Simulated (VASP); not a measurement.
Input of a VASP 6.6.1 run:

File POSCAR:

```
Ir
1.0
    0.0000000000      1.9150000000      1.9150000000
    1.9150000000      0.0000000000      1.9150000000
    1.9150000000      1.9150000000      0.0000000000
Ir
1
Direct
    0.0000000000      0.0000000000      0.0000000000
```

INCAR.step1

```
PREC = Accurate ; ENCUT = 550
ISMEAR = 1 ; SIGMA = 0.1
LREAL = F ; LASPH = T
NELM = 120 ; GGA = PE
ALGO = Normal ; EDIFF = 1E-5
LWAVE = T ; LCHARG = F
GGA_COMPAT = F ; IBRION = 2
ISIF = 3 ; EDIFFG = -0.005
NELMIN = 4 ; NSW = 100
```

File INCAR.step2:

```
PREC = Accurate ; ENCUT = 550
EDIFF = 1E-7 ; ISMEAR = 1
SIGMA = 0.1 ; LREAL = F
LASPH = T ; NELM = 120
ALGO = Normal ; ISIF = 3
LWAVE = F ; LCHARG = F
METAGGA = R2SCAN ; LMIXTAU = T
IBRION = 2 ; NSW = 80
EDIFFG = -0.01 ; ISTART = 1
GGA_COMPAT = F ; NELMIN = 4
```

The input KPOINTS:

```
Automatic mesh
0
Gamma
  21 21 21
```

Potentials or basis: VASP PAW PBE potentials, release 64 (Ir).

Run with:

```console
$ cat potpaw_PBE.64/Ir/POTCAR > POTCAR
$ cp INCAR.step1 INCAR
$ mpirun -np 1 vasp_std > vasp.out
$ cp INCAR.step2 INCAR
$ mpirun -np 1 vasp_std > vasp.out
```

Q: What does it give for the band gap on the k mesh?

A: Zero (an odd number of electrons rules out a gap without spin polarisation).

Q: Estimate the relaxed volume.

A: 14.30 Å³/atom.

Q: Estimate the space group after relaxing (to 0.1 Å).

A: Fm-3m (No. 225).

Q: Estimate the relaxed cell.

A: a = 2.724 Å, b = 2.724 Å, c = 2.724 Å, α = 60.00°, β = 60.00°, γ = 60.00°.

The path:
```csv
step,energy change (eV),largest force (eV/Å),pressure (GPa),volume (Å³)
1,0.0000,0.0000,7.00,14.05
2,0.0715,0.0000,-22.08,15.33
3,-0.0053,0.0000,-0.21,14.30
4,-0.0053,0.0000,0.00,14.30
```

Caveat: the PAW data sets were made with another functional, which shifts forces and pressure a little; spin-orbit coupling is left out, which moves the levels of the heavy elements.
